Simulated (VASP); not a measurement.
# GaN: single point with r2SCAN

The system is GaN.

```
Ga N
1.0
     3.11943    0.00000    0.00000
    -1.55972    2.70151    0.00000
     0.00000    0.00000    5.23328
Ga N
2 2
Direct
  0.66667 0.33333 0.50167
  0.33333 0.66667 0.00167
  0.66667 0.33333 0.87333
  0.33333 0.66667 0.37333
```

```json
{
 "Program": "VASP 6.6.1",
 "Task": "single point",
 "Functional": "r2SCAN",
 "Potentials or basis": "VASP PAW PBE potentials, release 64 (Ga_d, N)",
 "Cutoff": "520 eV",
 "k mesh": "12 × 12 × 6",
 "Occupations": "gaussian, width 0.02 eV",
 "Spin": "no spin polarisation",
 "Dipole correction": "no",
 "Further INCAR settings": "ALGO = Normal; EDIFF = 1e-06; NBANDS = 26"
}
```

- Pressure: 7.6 GPa
- Largest force: 0.016 eV/Å
- Band gap on the k mesh: 2.41 eV

Forces in eV/Å, atoms in the order of the input:
```
Ga   0.000  0.000  0.016
Ga   0.000  0.000  0.016
N    0.000  0.000 -0.016
N    0.000  0.000 -0.016
```

Stress tensor (GPa, compression positive):
```
10.90  0.00  0.00
 0.00 10.90  0.00
 0.00  0.00  1.10
```

Levels at points of the mesh, in eV from the valence-band top:
| k point | band 15 | band 16 | band 17 | band 18 | band 19 | band 20 | band 21 | band 22 |
| --- | --- | --- | --- | --- | --- | --- | --- | --- |
| (0.00, 0.00, 0.00) | -1.03 | -0.25 | 0.00 | 0.00 | 2.41 | 5.30 | 9.84 | 11.00 |
| (0.50, 0.00, 0.00) | -4.55 | -2.87 | -2.47 | -1.10 | 5.83 | 6.13 | 6.42 | 9.43 |
| (0.00, 0.00, 0.50) | -0.53 | -0.53 | -0.53 | -0.53 | 5.01 | 5.01 | 9.17 | 9.17 |
| (0.50, 0.00, 0.50) | -2.24 | -2.24 | -2.05 | -2.05 | 4.82 | 4.82 | 8.55 | 8.55 |

It took 2.4 min on 1 thread of Intel(R) Xeon(R) Platinum 8488C (Sapphire Rapids), on a shared host, peak memory 0.22 GiB.

Caveat: the cell stands under pressure; the PAW data sets were made with another functional, which shifts forces and pressure a little.
